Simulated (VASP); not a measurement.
# Sn (Im-3m) in VASP: further runs

Aim: see how the results for Sn move with the level of theory and the settings. Levels: PBE, PBE+D3(BJ), PBE+D4, HSE06. Tasks: single point, relaxation of cell and atoms.

All numbers are computed with VASP 6.6.1; they aren't measurements. Logs are shortened: lines on timing, memory, paths and dates and some standing lists are left out, and cuts for length are marked.

## Step 1: The cell of the first run

The structure is cubic, space group Im-3m (No. 229). Conventional cell: a = 3.807 Å, b = 3.807 Å, c = 3.807 Å, α = 90.00°, β = 90.00°, γ = 90.00°. Within 4.3 Å of Sn (site symmetry m-3m) lie 14 Sn at 3.30 to 3.81 Å.

## Step 2: Single point, PBE

The input, INCAR:

```
PREC     = Accurate       # precision mode
ENCUT    = 520            # plane-wave cutoff, eV
EDIFF    = 1E-7           # SCF threshold, eV
ISMEAR   = -1             # smearing method
SIGMA    = 0.05           # smearing width, eV
LREAL    = F              # projectors in reciprocal space
LASPH    = T              # aspherical terms in the spheres
NELM     = 60             # most SCF steps
ALGO     = Normal         # electronic algorithm
ISIF     = 2              # what is computed and relaxed
LWAVE    = F              # write WAVECAR
LCHARG   = F              # write CHGCAR
GGA      = PE             # functional
NBANDS   = 13             # bands
```

The input, KPOINTS:

```
regular mesh
0
Gamma
  10 10 10
```

The input, POSCAR:

```
Sn
1.0
   -1.9033255827      1.9033255827      1.9033255827
    1.9033255827     -1.9033255827      1.9033255827
    1.9033255827      1.9033255827     -1.9033255827
Sn
1
Direct
    0.0000000000      0.0000000000      0.0000000000
```

Potentials or basis: VASP PAW PBE potentials, release 64 (Sn_d).

Launch:

```console
cat potpaw_PBE.64/Sn_d/POTCAR > POTCAR
mpirun -np 1 vasp_std > vasp.out
```

OUTCAR:

```text
PREC = Accurate
   ENCUT = 520
   EDIFF = 1E-7
   ISMEAR = -1
   LREAL = F
   LASPH = T
   NELM = 60
   ISIF = 2
   GGA = PE

 ion  position               nearest neighbor table
   1  0.000  0.000  0.000-

  LATTYP: Found a body centered cubic cell.
 ALAT       =     3.8066511654

  Lattice vectors:

 A1 = (  -1.9033255827,   1.9033255827,   1.9033255827)
 A2 = (   1.9033255827,  -1.9033255827,   1.9033255827)
 A3 = (   1.9033255827,   1.9033255827,  -1.9033255827)

Analysis of symmetry for initial positions (statically):
=====================================================================
 Subroutine PRICEL returns:
 Original cell was already a primitive cell.

 Routine SETGRP: Setting up the symmetry group for a
 body centered cubic supercell.

 Subroutine GETGRP returns: Found 48 space group operations
[... 9 lines left out ...]

 Routine SETGRP: Setting up the symmetry group for a
 body centered cubic supercell.

 Subroutine GETGRP returns: Found 48 space group operations
[... 11 lines left out ...]
                                     Primitive cell

  volume of cell :      27.5803

  direct lattice vectors                    reciprocal lattice vectors
    -1.903325583  1.903325583  1.903325583     0.000000000  0.262698093  0.262698093
     1.903325583 -1.903325583  1.903325583     0.262698093  0.000000000  0.262698093
     1.903325583  1.903325583 -1.903325583     0.262698093  0.262698093  0.000000000

  length of vectors
     3.296656613  3.296656613  3.296656613     0.371511205  0.371511205  0.371511205

  position of ions in fractional coordinates (direct lattice)
     0.000000000  0.000000000  0.000000000

  ion indices of the primitive-cell ions
   primitive index   ion index
                 1           1

----------------------------------------------------------------------------------------

 KPOINTS: regular mesh

Automatic generation of k-mesh.
 Grid dimensions read from file:
 generate k-points for:   10   10   10

 Generating k-lattice:

  Cartesian coordinates                     Fractional coordinates (reciprocal lattice)
     0.000000000  0.026269809  0.026269809     0.100000000  0.000000000  0.000000000
     0.026269809  0.000000000  0.026269809     0.000000000  0.100000000  0.000000000
     0.026269809  0.026269809  0.000000000     0.000000000  0.000000000  0.100000000

  Length of vectors
     0.037151121  0.037151121  0.037151121

  Shift w.r.t. Gamma in fractional coordinates (k-lattice)
     0.000000000  0.000000000  0.000000000

 Subroutine IBZKPT returns following result:
 ===========================================

 Found     47 irreducible k-points:

 Following reciprocal coordinates:
            Coordinates               Weight
  0.000000  0.000000  0.000000      1.000000
  0.100000  0.000000  0.000000     12.000000
  0.200000  0.000000  0.000000     12.000000
  0.300000  0.000000  0.000000     12.000000
  0.400000  0.000000  0.000000     12.000000
  0.500000  0.000000  0.000000      6.000000
[... 16 lines left out ...]
  0.300000  0.300000  0.100000      8.000000
 -0.300000  0.300000  0.100000     24.000000
 [... further k-points ...]
   k-points           NKPTS =     47   k-points in BZ     NKDIM =     47   number of bands    NBANDS=     13
   number of dos      NEDOS =    301   number of ions     NIONS =      1
   total plane-waves  NPLWV =  21952
   dimension x,y,z NGX =    28 NGY =   28 NGZ =   28
   dimension x,y,z NGXF=    56 NGYF=   56 NGZF=   56
   ions per type =               1
   NGX,Y,Z   is equivalent  to a cutoff of  14.12, 14.12, 14.12 a.u.
   NGXF,Y,Z  is equivalent  to a cutoff of  28.24, 28.24, 28.24 a.u.
 SYSTEM =  unknown system
   PREC   = accura    normal or accurate (medium, high low for compatibility)
   ISTART =      0    job   : 0-new  1-cont  2-samecut
   ICHARG =      2    charge: 1-file 2-atom 10-const
   ISPIN  =      1    spin polarized calculation?
   LNONCOLLINEAR =      F non collinear calculations
   LSORBIT =      F    spin-orbit coupling
   LASPH  =      T    aspherical Exc in radial PAW
   ENCUT  =  520.0 eV  38.22 Ry    6.18 a.u.   6.13  6.13  6.13*2*pi/ulx,y,z
   NELM   =     60;   NELMIN=  2; NELMDL= -5     # of ELM steps
   EDIFF  = 0.1E-06   stopping-criterion for ELM
   LREAL  =      F    real-space projection
   EDIFFG = 0.1E-05   stopping-criterion for IOM
   NSW    =      0    number of steps for IOM
   IBRION =     -1    ionic relax: 0-MD 1-quasi-New 2-CG
   NFREE  =      0    steps in history (QN), initial steepest desc. (CG)
   ISIF   =      2    stress and relaxation
   ISYM   =      2    0-nonsym 1-usesym 2-fastsym
   POTIM  = 0.5000    time-step for ionic-motion
   TEBEG  =    0.0;   TEEND  =   0.0 temperature during run
   PSTRESS=    0.0 pullay stress
   NELECT =      14.0000    total number of electrons
   NUPDOWN=      -1.0000    fix difference up-down
   EMIN   =  10.00;   EMAX   =-10.00  energy-range for DOS
[... 5 lines left out ...]
     AMIX     =   0.40;   BMIX     =  1.00
     AMIX_MAG =   1.60;   BMIX_MAG =  1.00
  volume/ion in A,a.u.               =      27.58       186.12
  Fermi-wavevector in a.u.,A,eV,Ry     =   1.305924  2.467838 23.203871  1.705436
  Thomas-Fermi vector in A             =   2.436760
   LORBIT       =      0    0 simple, 1 ext, 2 COOP (PROOUT), +10 PAW based schemes
   GGA     = PE    functional components
   LHFCALC =     F    Hartree Fock is set to
   AEXX    =    0.0000 exact exchange contribution
   IVDW    =     0    specifies the selected vdW correction
   LEPSILON=     F    determine dielectric tensor
   LRPA    =     F    only Hartree local field effects (RPA)
 non-spin polarized calculation
  energy-cutoff  :      520.00
  volume of cell :       27.58
 maximum number of plane-waves:       767
 NGX is ok and might be reduce to    28
   NGX = 13   NGY = 13   NGZ = 13

 number of electron      13.9999996 magnetization

 Free energy of the ion-electron system (eV)
  ---------------------------------------------------
  ext. energy  EPLUGINS =         0.00000000
  ---------------------------------------------------
  free energy    TOTEN  =        -3.76306752 eV

  energy without entropy =       -3.75560272  energy(sigma->0) =       -3.75933512

 E-fermi :   7.8817     XC(G=0): -10.3003

 val. band max:        7.7865894826   @ k =   0.2000   0.2000   0.0000
 cond. band min:       7.8824154993   @ k =   0.3000   0.0000   0.0000
 fundamental gap:      0.0958260167
 Fermi energy:         7.8817466633

 k-point     1 :       0.0000    0.0000    0.0000
  band No.  band energies     occupation
      1     -13.6466      2.00000
      2     -13.6466      2.00000
      3     -13.6466      2.00000
      4     -13.5144      2.00000
      5     -13.5144      2.00000
      6      -3.0673      2.00000
      7      15.7473      0.00000
      8      15.7473      0.00000
      9      15.7473      0.00000
     10      19.9996      0.00000
     11      19.9996      0.00000
     12      19.9996      0.00000
     13      20.5385      0.00000

 k-point     2 :       0.1000    0.0000    0.0000
  band No.  band energies     occupation
      1     -13.6507      2.00000
      2     -13.6404      2.00000
      3     -13.6267      2.00000
      4     -13.5190      2.00000
      5     -13.5150      2.00000
      6      -2.8520      2.00000
      7      14.0444      0.00000
      8      14.9777      0.00000
      9      15.4725      0.00000
     10      18.3962      0.00000
     11      18.7271      0.00000
     12      19.6552      0.00000
     13      21.2712      0.00000

 k-point     3 :       0.2000    0.0000    0.0000
  band No.  band energies     occupation
      1     -13.6615      2.00000
      2     -13.6275      2.00000
      3     -13.5745      2.00000
      4     -13.5286      2.00000
      5     -13.5165      2.00000
      6      -2.2053      2.00000
      7      10.9484      0.00000
      8      13.6349      0.00000
      9      14.7728      0.00000
     10      17.2020      0.00000
     11      17.5743      0.00000
     12      19.8116      0.00000
     13      21.7690      0.00000

 k-point     4 :       0.3000    0.0000    0.0000
  band No.  band energies     occupation
      1     -13.6748      2.00000
      2     -13.6211      2.00000
      3     -13.5320      2.00000
      4     -13.5183      2.00000
      5     -13.5090      2.00000
      6      -1.1325      2.00000
      7       7.8824      0.99331
      8      12.4777      0.00000
      9      14.0181      0.00000
     10      16.4013      0.00000
     11      16.7593      0.00000
     12      20.6676      0.00000
     13      22.4370      0.00000

 k-point     5 :       0.4000    0.0000    0.0000
  band No.  band energies     occupation
      1     -13.6856      2.00000
      2     -13.6257      2.00000
      3     -13.5260      2.00000
      4     -13.5197      2.00000
      5     -13.4553      2.00000
      6       0.3173      2.00000
      7       5.1871      2.00000
      8      11.7284      0.00000
      9      13.4902      0.00000
     10      15.9378      0.00000
     11      16.2752      0.00000
     12      21.9153      0.00000
     13      23.2639      0.00000

 k-point     6 :       0.5000    0.0000    0.0000
  band No.  band energies     occupation
      1     -13.6897      2.00000
      2     -13.6294      2.00000
      3     -13.5220      2.00000
      4     -13.5203      2.00000
      5     -13.4346      2.00000
      6       1.5168      2.00000
      7       3.5663      2.00000
      8      11.4705      0.00000
      9      13.3044      0.00000
     10      15.7864      0.00000
     11      16.1148      0.00000
     12      22.7542      0.00000
     13      23.7927      0.00000

 k-point     7 :       0.1000    0.1000    0.0000
  band No.  band energies     occupation
      1     -13.6517      2.00000
      2     -13.6380      2.00000
      3     -13.5898      2.00000
      4     -13.5264      2.00000
      5     -13.5161      2.00000
      6      -2.4209      2.00000
      7      12.1366      0.00000
      8      13.4829      0.00000
      9      14.6234      0.00000
     10      18.0950      0.00000
     11      18.2009      0.00000
     12      19.8202      0.00000
     13      21.5919      0.00000
[... 193 lines left out ...]
 k-point    20 :       0.2000    0.2000    0.1000
  band No.  band energies     occupation
      1     -13.6536      2.00000
      2     -13.6197      2.00000
      3     -13.5257      2.00000
      4     -13.5226      2.00000
      5     -13.4872      2.00000
      6       0.5192      2.00000
      7       6.6211      2.00000
      8       8.5427      0.00000
      9      10.2603      0.00000
     10      20.5348      0.00000
     11      21.1082      0.00000
     12      22.6907      0.00000
     13      23.6944      0.00000

 k-point    21 :       0.3000    0.2000    0.1000
  band No.  band energies     occupation
      1     -13.6532      2.00000
      2     -13.5952      2.00000
      3     -13.5249      2.00000
      4     -13.5215      2.00000
      5     -13.4946      2.00000
      6       1.8949      2.00000
      7       5.0762      2.00000
      8       7.4927      1.99917
      9       9.8068      0.00000
     10      20.5718      0.00000
     11      22.1911      0.00000
     12      22.9792      0.00000
     13      24.1692      0.00000

 k-point    22 :      -0.2000    0.2000    0.1000
  band No.  band energies     occupation
      1     -13.6412      2.00000
      2     -13.6178      2.00000
      3     -13.5776      2.00000
      4     -13.5416      2.00000
      5     -13.5165      2.00000
      6      -1.9905      2.00000
      7      11.0587      0.00000
      8      12.8388      0.00000
      9      13.6311      0.00000
     10      16.6934      0.00000
     11      18.6724      0.00000
     12      19.1105      0.00000
     13      22.4936      0.00000

 k-point    23 :       0.3000    0.3000    0.1000
  band No.  band energies     occupation
      1     -13.6466      2.00000
      2     -13.5533      2.00000
      3     -13.5533      2.00000
      4     -13.5151      2.00000
      5     -13.5151      2.00000
      6       2.5421      2.00000
      7       5.6821      2.00000
      8       5.6821      2.00000
      9       9.5429      0.00000
     10      21.7037      0.00000
     11      22.6749      0.00000
     12      22.6749      0.00000
     13      26.3248      0.00000

 k-point    24 :      -0.3000    0.3000    0.1000
  band No.  band energies     occupation
      1     -13.6538      2.00000
      2     -13.6106      2.00000
      3     -13.5451      2.00000
      4     -13.5227      2.00000
      5     -13.5116      2.00000
      6      -0.9197      2.00000
      7       8.0594      0.05565
      8      11.7155      0.00000
      9      13.0090      0.00000
     10      16.8423      0.00000
     11      17.8535      0.00000
     12      18.8209      0.00000
     13      24.5682      0.00000

 [... further k-points ...]
[... 5 lines left out ...]
  --------------------------------------------------------------------------------------
  -------------------------------------------------------------------------------------
  Total       -0.0060138     -0.0060138     -0.0060138     -0.0000000      0.0000000      0.0000000
  in kB       -0.3493474     -0.3493474     -0.3493474     -0.0000000      0.0000000      0.0000000
  external PRESSURE =      -0.3493474 kB  Pullay stress =       0.0000000 kB

 VOLUME and BASIS-vectors are now :
 -----------------------------------------------------------------------------
  energy-cutoff  :      520.00
  volume of cell :       27.58
      direct lattice vectors                 reciprocal lattice vectors
    -1.903325583  1.903325583  1.903325583     0.000000000  0.262698093  0.262698093
     1.903325583 -1.903325583  1.903325583     0.262698093  0.000000000  0.262698093
     1.903325583  1.903325583 -1.903325583     0.262698093  0.262698093  0.000000000

 POSITION                                       TOTAL-FORCE (eV/Angst)
 -----------------------------------------------------------------------------------
      0.00000      0.00000      0.00000         0.000000      0.000000      0.000000
 -----------------------------------------------------------------------------------
    total drift:                               -0.000000     -0.000000     -0.000000

  FREE ENERGIE OF THE ION-ELECTRON SYSTEM (eV)
  ---------------------------------------------------
  free  energy   TOTEN  =        -3.7630675154 eV

  energy  without entropy=       -3.7556027226  energy(sigma->0) =       -3.75933512
```

Wall time 30 s (1 thread of Intel Xeon 8259CL, shared host); peak memory 0.16 GiB.

Results:

| Quantity | Value |
| --- | --- |
| Free energy | -3.7631 eV |
| Pressure | 0.0 GPa |
| Band gap on the k mesh | zero (band 7 reaches 15.75 eV, above the bottom of band 8 at 5.68 eV) |

Levels at points of the mesh, in eV from the Fermi level:
| k point | band 5 | band 6 | band 7 | band 8 | band 9 | band 10 |
| --- | --- | --- | --- | --- | --- | --- |
| (0.00, 0.00, 0.00) | -21.40 | -10.95 | 7.87 | 7.87 | 7.87 | 12.12 |
| (0.50, 0.00, 0.00) | -21.32 | -6.36 | -4.32 | 3.59 | 5.42 | 7.90 |
| (0.50, 0.50, 0.50) | -21.34 | -2.52 | -0.43 | -0.43 | -0.43 | 3.87 |

Caveat: spin-orbit coupling is left out, which moves the levels of the heavy elements.

## Step 3: Relaxation of cell and atoms, PBE

This run uses another cell than the first one, of 27.20 Å³/atom, 0.986 times its volume.

The input, INCAR:

```
SYSTEM = Sn
PREC     = Accurate       ! precision mode
ENCUT    = 600            ! plane-wave cutoff, eV
EDIFF    = 1E-6           ! SCF threshold, eV
ISMEAR   = -1             ! smearing method
SIGMA    = 0.05           ! smearing width, eV
LREAL    = .False.        ! projectors in reciprocal space
LASPH    = .True.         ! aspherical terms in the spheres
NELM     = 80             ! most SCF steps
ALGO     = Normal         ! electronic algorithm
ISIF     = 3              ! what is computed and relaxed
LWAVE    = .False.        ! write WAVECAR
LCHARG   = .False.        ! write CHGCAR
GGA      = PE             ! functional
IBRION   = 2              ! ionic algorithm
NSW      = 80             ! ionic steps
EDIFFG   = -0.02          ! ionic threshold
```

The input, KPOINTS:

```
regular mesh
0
Gamma
  10 10 10
  0 0 0
```

The input, POSCAR:

```
Sn
1.0
   -1.8946518192      1.8946518192      1.8946518192
    1.8946518192     -1.8946518192      1.8946518192
    1.8946518192      1.8946518192     -1.8946518192
Sn
1
Direct
    0.0000000000      0.0000000000      0.0000000000
```

Potentials or basis: VASP PAW PBE potentials, release 64 (Sn_d).

Launch:

```console
cat potpaw_PBE.64/Sn_d/POTCAR > POTCAR
mpirun -np 1 vasp_std > vasp.out
```

Wall time 39 s (1 thread of Intel Xeon 8259CL, shared host); peak memory 0.17 GiB.

It converged, with:

```
Free energy                            : -3.7630 eV
Relaxed volume                         : 27.65 Å³/atom
Relaxed cell                           : a = 3.299 Å, b = 3.299 Å, c = 3.299 Å, α = 109.47°, β = 109.47°, γ = 109.47°
Space group after relaxing (to 0.05 Å) : Im-3m (No. 229)
Energy gained by relaxing              : 0.7 meV/atom
Ionic steps                            : 2
Pressure after relaxing                : -0.1 GPa
Band gap on the k mesh                 : zero (band 7 reaches 15.70 eV, above the bottom of band 8 at 5.66 eV)
```

The path:
```
step  energy change (eV)  largest force (eV/Å)  pressure (GPa)  volume (Å³)
   1              0.0000                0.0000            0.66        27.20
   2             -0.0007                0.0000           -0.08        27.65
```

Final structure:
```
Sn
1.0
    -1.90484    1.90484    1.90484
     1.90484   -1.90484    1.90484
     1.90484    1.90484   -1.90484
Sn
1
Cartesian
  1.9048 1.9048 1.9048
```

Levels at points of the mesh, in eV from the Fermi level:
| k point | band 3 | band 4 | band 5 | band 6 | band 7 | band 8 | band 9 | band 10 | band 11 |
| --- | --- | --- | --- | --- | --- | --- | --- | --- | --- |
| (0.00, 0.00, 0.00) | -21.53 | -21.39 | -21.39 | -10.93 | 7.84 | 7.84 | 7.84 | 12.11 | 12.11 |
| (0.50, 0.00, 0.00) | -21.40 | -21.40 | -21.32 | -6.36 | -4.30 | 3.58 | 5.41 | 7.89 | 8.23 |
| (0.50, 0.50, 0.50) | -21.34 | -21.34 | -21.34 | -2.54 | -0.43 | -0.43 | -0.43 | 3.87 | 3.87 |

Caveat: spin-orbit coupling is left out, which moves the levels of the heavy elements.

## Step 4: Relaxation of cell and atoms, PBE+D3(BJ)

This run uses another cell than the first one, of 27.20 Å³/atom, 0.986 times its volume.

The input, INCAR:

```
SYSTEM = Sn
  ALGO = Normal
  EDIFF = 1E-6
  EDIFFG = -0.02
  ENCUT = 600
  GGA = PE
  IBRION = 2
  ISIF = 3
  ISMEAR = -1
  IVDW = 12
  LASPH = .True.
  LCHARG = .False.
  LREAL = .False.
  LWAVE = .False.
  NELM = 80
  NSW = 80
  PREC = Accurate
  SIGMA = 0.05
```

The input, KPOINTS:

```
k-points
0
Gamma
  10 10 10
  0 0 0
```

POSCAR is that of step 3.

Launch:

```console
cat potpaw_PBE.64/Sn_d/POTCAR > POTCAR
mpirun -np 1 vasp_std > vasp.out
```

It took 57 s on 1 thread of Intel Xeon 8259CL, shared host; peak memory 0.18 GiB.

It converged, with:

- Free energy: -4.1518 eV
- Relaxed volume: 26.26 Å³/atom
- Relaxed cell: a = 3.243 Å, b = 3.243 Å, c = 3.243 Å, α = 109.47°, β = 109.47°, γ = 109.47°
- Space group after relaxing (to 0.05 Å): Im-3m (No. 229)
- Energy gained by relaxing: 5.0 meV/atom
- Ionic steps: 3
- Pressure after relaxing: 0.0 GPa
- Band gap on the k mesh: zero (band 7 reaches 16.81 eV, above the bottom of band 8 at 6.13 eV)
- Dispersion energy per atom: -0.398 eV

Step by step:
```csv
step,energy change (eV),largest force (eV/Å),pressure (GPa),volume (Å³)
1,0.0000,0.0000,-1.60,27.20
2,-0.0049,0.0000,0.22,26.15
3,-0.0050,0.0000,0.02,26.26
```

Final structure:
```yaml
crystal:
  lattice:
    - [-1.87234, 1.87234, 1.87234]
    - [1.87234, -1.87234, 1.87234]
    - [1.87234, 1.87234, -1.87234]
  atoms:
    - { symbol: Sn, position: [0.00000, 0.00000, 0.00000] }
```

Levels at points of the mesh, in eV from the Fermi level:
```
           k point  band 5  band 6  band 7  band 8  band 9  band 10
(0.00, 0.00, 0.00)  -21.42  -11.32    8.32    8.32    8.32    12.21
(0.50, 0.00, 0.00)  -21.33   -6.43   -4.58    3.74    5.59     8.18
(0.50, 0.50, 0.50)  -21.35   -2.24   -0.50   -0.50   -0.50     3.84
```

Caveat: spin-orbit coupling is left out, which moves the levels of the heavy elements; pairwise dispersion overbinds metals, which lowers pressure and volume.

[end of part 1 of 2]
